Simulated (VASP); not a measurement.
# Al (P6_3/mmc) in VASP: notebook, part 2 of 2

VASP 6.6.1.

## Step 3: Single point, LDA

This run uses another cell than the first one, of 16.17 Å³/atom.

Contents of INCAR:

```
PREC = Accurate
ENCUT = 520
EDIFF = 1E-6
ISMEAR = 0
SIGMA = 0.15
LREAL = F
LASPH = T
NELM = 60
ALGO = Normal
ISIF = 2
LWAVE = F
LCHARG = F
NBANDS = 10
```

Contents of KPOINTS:

```
regular mesh
0
Gamma
  18 18 10
```

Contents of POSCAR:

```
Al
1.0
    2.8515000000      0.0000000000      0.0000000000
   -1.4257500000      2.4694714389      0.0000000000
    0.0000000000      0.0000000000      4.5925000000
Al
2
Direct
    0.6666666667      0.3333333333      0.7500000000
    0.3333333333      0.6666666667      0.2500000000
```

Potentials or basis: VASP PAW LDA potentials, release 64 (Al).

Command:

```
cat potpaw_LDA.64/Al/POTCAR > POTCAR
mpirun -np 1 vasp_std > vasp.out
```

OUTCAR:

```text
PREC = Accurate
   ENCUT = 520
   EDIFF = 1E-6
   ISMEAR = 0
   LREAL = F
   LASPH = T
   NELM = 60
   ISIF = 2

 ion  position               nearest neighbor table
   1  0.667  0.333  0.750-   2 2.83   2 2.83   2 2.83   2 2.83   2 2.83   2 2.83
   2  0.333  0.667  0.250-   1 2.83   1 2.83   1 2.83   1 2.83   1 2.83   1 2.83

  LATTYP: Found a hexagonal cell.
 ALAT       =     2.8515000000
 C/A-ratio  =     1.6105558478

  Lattice vectors:

 A1 = (   2.8515000000,   0.0000000000,   0.0000000000)
 A2 = (  -1.4257500000,   2.4694714389,   0.0000000000)
 A3 = (   0.0000000000,   0.0000000000,   4.5925000000)

Analysis of symmetry for initial positions (statically):
=====================================================================
 Subroutine PRICEL returns:
 Original cell was already a primitive cell.

 Routine SETGRP: Setting up the symmetry group for a
 hexagonal supercell.

 Subroutine GETGRP returns: Found 24 space group operations
 (whereof 12 operations were pure point group operations)
 out of a pool of 24 trial point group operations.

[... 171 lines left out ...]

 k-point     1 :       0.0000    0.0000    0.0000
  band No.  band energies     occupation
      1      -3.2400      2.00000
      2       3.4523      2.00000
      3       3.7481      2.00000
      4      18.3868      0.00000
      5      18.3868      0.00000
      6      18.8691      0.00000
      7      18.8691      0.00000
      8      20.3392      0.00000
      9      21.9459      0.00000
     10      22.7676      0.00000
[... 287 lines left out ...]
 k-point    24 :       0.3889    0.1111    0.0000
  band No.  band energies     occupation
      1       1.6706      2.00000
      2       4.2295      2.00000
      3       8.0259      0.83145
      4       8.5404      0.00000
      5      10.2871      0.00000
      6      10.6812      0.00000
      7      11.7512      0.00000
      8      16.9841      0.00000
      9      17.2562      0.00000
     10      18.2556      0.00000

 [... further k-points ...]

------------------------ aborting loop because EDIFF is reached ----------------------------------------

  FORCE on cell =-STRESS in cart. coord.  units (eV):
  Direction    XX          YY          ZZ          XY          YZ          ZX
  --------------------------------------------------------------------------------------
  -------------------------------------------------------------------------------------
  Total       -0.2833532     -0.2833532     -0.0615514      0.0000000     -0.0000000     -0.0000000
  in kB      -14.0382258    -14.0382258     -3.0494511      0.0000000     -0.0000000     -0.0000000
  external PRESSURE =     -10.3753009 kB  Pullay stress =       0.0000000 kB

 VOLUME and BASIS-vectors are now :
 -----------------------------------------------------------------------------
  energy-cutoff  :      520.00
  volume of cell :       32.34
      direct lattice vectors                 reciprocal lattice vectors
     2.851500000  0.000000000  0.000000000     0.350692618  0.202472477  0.000000000
    -1.425750000  2.469471439  0.000000000     0.000000000  0.404944955  0.000000000
     0.000000000  0.000000000  4.592500000     0.000000000  0.000000000  0.217746326

 POSITION                                       TOTAL-FORCE (eV/Angst)
 -----------------------------------------------------------------------------------
      1.42575      0.82316      3.44437         0.000000     -0.000000      0.000000
     -0.00000      1.64631      1.14813        -0.000000      0.000000      0.000000
 -----------------------------------------------------------------------------------
    total drift:                               -0.000000      0.000000     -0.000000

  FREE ENERGIE OF THE ION-ELECTRON SYSTEM (eV)
  ---------------------------------------------------
  free  energy   TOTEN  =        -8.3135963642 eV

  energy  without entropy=       -8.3030202739  energy(sigma->0) =       -8.30830832
```

OSZICAR:

```text
N       E                     dE             d eps       ncg     rms          rms(c)
DAV:   1    -0.759265579876E+00   -0.75927E+00   -0.22825E+03  4440   0.471E+02
DAV:   2    -0.821250359036E+01   -0.74532E+01   -0.71315E+01  5848   0.549E+01
DAV:   3    -0.837498123055E+01   -0.16248E+00   -0.16147E+00  5780   0.643E+00
DAV:   4    -0.837553404779E+01   -0.55282E-03   -0.55277E-03  5374   0.448E-01
DAV:   5    -0.837553677582E+01   -0.27280E-05   -0.27280E-05  5370   0.313E-02    0.195E+00
DAV:   6    -0.833775663271E+01    0.37780E-01   -0.53039E-03  5002   0.330E-01    0.109E+00
DAV:   7    -0.831377531476E+01    0.23981E-01   -0.12219E-02  4766   0.490E-01    0.191E-01
DAV:   8    -0.831359677397E+01    0.17854E-03   -0.14852E-04  6100   0.670E-02    0.147E-02
DAV:   9    -0.831359636425E+01    0.40972E-06   -0.62268E-07  4834   0.476E-03
   1 F= -.83135964E+01 E0= -.83083083E+01  d E =-.105761E-01
```

It took 49 s on 1 thread of Intel Xeon 8259CL, shared host; peak memory 0.17 GiB.

What came out:

* Free energy: -8.3136 eV
* Pressure: -1.0 GPa
* Band gap on the k mesh: zero (bands 3 and 4 overlap by 7.64 eV)

Stress tensor (GPa, compression positive):
```
-1.40  0.00  0.00
 0.00 -1.40  0.00
 0.00  0.00 -0.30
```

Levels at points of the mesh, in eV from the Fermi level:
| k point | band 1 | band 2 | band 3 | band 4 | band 5 | band 6 | band 7 |
| --- | --- | --- | --- | --- | --- | --- | --- |
| (0.00, 0.00, 0.00) | -11.24 | -4.55 | -4.26 | 10.38 | 10.38 | 10.87 | 10.87 |
| (0.50, 0.00, 0.00) | -5.44 | -5.21 | 0.62 | 1.27 | 1.54 | 1.87 | 5.46 |
| (0.00, 0.00, 0.50) | -9.50 | -9.50 | 3.73 | 3.73 | 11.69 | 11.69 | 11.69 |
| (0.50, 0.00, 0.50) | -3.98 | -3.98 | -3.28 | -3.28 | 6.94 | 6.94 | 7.66 |

## Step 4: Single point, LDA

Contents of INCAR:

```
  ALGO = Normal
  EDIFF = 1E-6
  ENCUT = 520
  ISIF = 2
  ISMEAR = 0
  LASPH = T
  LCHARG = F
  LREAL = F
  LWAVE = F
  NBANDS = 10
  NELM = 100
  PREC = Accurate
  SIGMA = 0.15
```

Contents of KPOINTS:

```
k-points
0
Gamma
  18 18 10
```

Contents of POSCAR:

```
Al
1.0
    2.8865000000      0.0000000000      0.0000000000
   -1.4432500000      2.4997823280      0.0000000000
    0.0000000000      0.0000000000      4.4519000000
Al
2
Direct
    0.6666666667      0.3333333333      0.7500000000
    0.3333333333      0.6666666667      0.2500000000
```

Command:

```
cat potpaw_LDA.64/Al/POTCAR > POTCAR
mpirun -np 1 vasp_std > vasp.out
```

Run time: 49 s. Hardware: 1 thread of Intel Xeon 8259CL, shared host; peak memory 0.17 GiB.

It converged, with:

```yaml
Free_energy: -8.2979 eV
Pressure: -0.2 GPa
Band_gap_on_the_k_mesh: zero (bands 3 and 4 overlap by 8.40 eV)
```

Stress tensor (GPa, compression positive):
```
-1.76  0.00  0.00
 0.00 -1.76  0.00
 0.00  0.00  2.88
```

Levels at points of the mesh, in eV from the Fermi level:
```tsv
k point	band 1	band 2	band 3	band 4	band 5	band 6	band 7
(0.00, 0.00, 0.00)	-11.28	-4.31	-3.70	9.74	9.74	10.37	10.37
(0.50, 0.00, 0.00)	-5.65	-5.35	0.68	1.65	1.72	2.20	4.98
(0.00, 0.00, 0.50)	-9.43	-9.43	4.61	4.61	11.18	11.18	11.18
(0.50, 0.00, 0.50)	-4.05	-4.05	-3.34	-3.34	6.57	6.57	7.64
```

## Step 5: Single point, LDA

This run uses another cell than the first one, of 16.18 Å³/atom.

Contents of INCAR:

```
SYSTEM = Al
PREC = Accurate
ENCUT = 520
EDIFF = 1E-7
ISMEAR = 0
SIGMA = 0.15
LREAL = .False.
LASPH = .True.
NELM = 100
ALGO = Normal
ISIF = 2
LWAVE = .False.
LCHARG = .True.
GGA = CA
LELF = .True.
LVHAR = .True.
NBANDS = 10
```

Contents of KPOINTS:

```
regular mesh
0
Gamma
  18 18 10
  0 0 0
```

Contents of POSCAR:

```
Al
1.0
    2.8235000000      0.0000000000      0.0000000000
   -1.4117500000      2.4452227276      0.0000000000
    0.0000000000      0.0000000000      4.6862330202
Al
2
Direct
    0.6666666667      0.3333333333      0.7500000000
    0.3333333333      0.6666666667      0.2500000000
```

Command:

```
cat potpaw_LDA.64/Al/POTCAR > POTCAR
mpirun -np 1 vasp_std > vasp.out
```

It took 51 s on 1 thread of Intel Xeon 8259CL, shared host; peak memory 0.17 GiB.

Results (log left out):

```
Free energy            : -8.3142 eV
Pressure               : -1.1 GPa
Band gap on the k mesh : zero (bands 3 and 4 overlap by 7.26 eV)
```

Stress tensor (GPa, compression positive):
```
-1.03  0.00  0.00
 0.00 -1.03  0.00
 0.00  0.00 -1.15
```

Levels at points of the mesh, in eV from the Fermi level:
```
           k point  band 1  band 2  band 3  band 4  band 5  band 6  band 7
(0.00, 0.00, 0.00)  -11.23   -4.70   -4.62   10.88   10.88   11.26   11.26
(0.50, 0.00, 0.00)   -5.29   -5.12    0.61    1.00    1.51    1.66    5.83
(0.00, 0.00, 0.50)   -9.56   -9.56    3.17    3.17   12.09   12.09   12.09
(0.50, 0.00, 0.50)   -3.92   -3.92   -3.21   -3.21    7.25    7.25    7.64
```

## Step 6: The runs side by side

| cell | gap on the mesh (eV) | pressure (GPa) |
| --- | --- | --- |
| a = 2.901, b = 2.901, c = 4.405 Å, angles 90.0, 90.0, 120.0°, 2 atoms | none | 0.1 |
| a = 2.852, b = 2.852, c = 4.593 Å, angles 90.0, 90.0, 120.0°, 2 atoms | none | -1.0 |
| a = 2.886, b = 2.886, c = 4.452 Å, angles 90.0, 90.0, 120.0°, 2 atoms | none | -0.2 |
| a = 2.824, b = 2.824, c = 4.686 Å, angles 90.0, 90.0, 120.0°, 2 atoms | none | -1.1 |

Alike in all rows: task single point; level LDA; potentials or basis VASP PAW LDA potentials, release 64 (Al); no spin polarisation; k mesh 18 × 18 × 10; cutoff (eV) 520; smearing gaussian 0.15 eV.

Total energies depend on the potentials used, so only differences within one code and one set of settings carry meaning.
